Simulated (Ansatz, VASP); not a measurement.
# One calculation of C, two programs

Contents of POSCAR:

```
C
1.0
    1.2280287114      0.7090027071      3.3470114498
   -1.2280287114      0.7090027071      3.3470114498
    0.0000000000     -1.4180054142      3.3470114498
C
2
Direct
    0.7755200000      0.8655200000      0.8655200000
    0.2244800000      0.1344800000      0.1344800000
```

File INCAR.step1:

```
PREC = Accurate
ENCUT = 520
ISMEAR = -1
SIGMA = 0.05
LREAL = F
LASPH = T
NELM = 100
NBANDS = 11
GGA = PE
ALGO = Normal
EDIFF = 1E-4
LWAVE = T
LCHARG = F
```

File INCAR.step2:

```
PREC = Accurate
ENCUT = 520
EDIFF = 1E-8
ISMEAR = -1
SIGMA = 0.05
LREAL = F
LASPH = T
NELM = 100
ALGO = Normal
ISIF = 2
LWAVE = F
LCHARG = F
METAGGA = R2SCAN
LMIXTAU = T
LEFG = T
NBANDS = 11
ISTART = 1
```

The input KPOINTS:

```
Automatic mesh
0
Gamma
  14 14 14
```

Input for Ansatz:

```yaml
crystal:
  lattice:
    - [1.2280287114, 0.7090027071, 3.3470114498]
    - [-1.2280287114, 0.7090027071, 3.3470114498]
    - [0.0, -1.4180054142, 3.3470114498]
  atoms:
    - { symbol: C, position: [0.77552, 0.86552, 0.86552] }
    - { symbol: C, position: [0.22448, 0.13448, 0.13448] }
kpoints:
  mp_grid: { grid: [14, 14, 14] }
scf:
  occupations: { method: fermi_dirac, width: 0.05 }
hamiltonian:
  xc: r2scan
  pseudopotentials: { kind: paw }
output:
  forces: true
  stress: true
  eigenvalues: true
  efg: { contact_densities: true }
  populations: true
  write_density: true
  write_potential: true
  elf: true
  volumetric_format: npy
```

Alike in both runs: task electric field gradients; functional r2SCAN; k mesh 14 × 14 × 14; occupations fermi-dirac, width 0.05 eV; no spin polarisation.

```csv
,VASP,Ansatz
version,VASP 6.6.1,Ansatz 0.2.0
potentials or method,"VASP PAW PBE potentials, release 64 (C)","PAW with Ansatz's default frozen-core files, scalar-relativistic"
plane-wave cutoff (eV),520,500
valence electrons in the cell,8,8
```

```csv
,VASP,Ansatz,Ansatz less VASP
gap on the k mesh at the Fermi level (eV),none,none,-
rms of the force components (eV/Å),11.545,11.395,-0.1498
```

VASP's potentials were made for PBE, not for r2SCAN. Atom by atom the forces differ by 0.150 eV/Å (rms over components). A gap of «none» marks a metal or a gap that the smearing closes. The functional is the same, so the differences come from potentials, cutoffs and numerics.
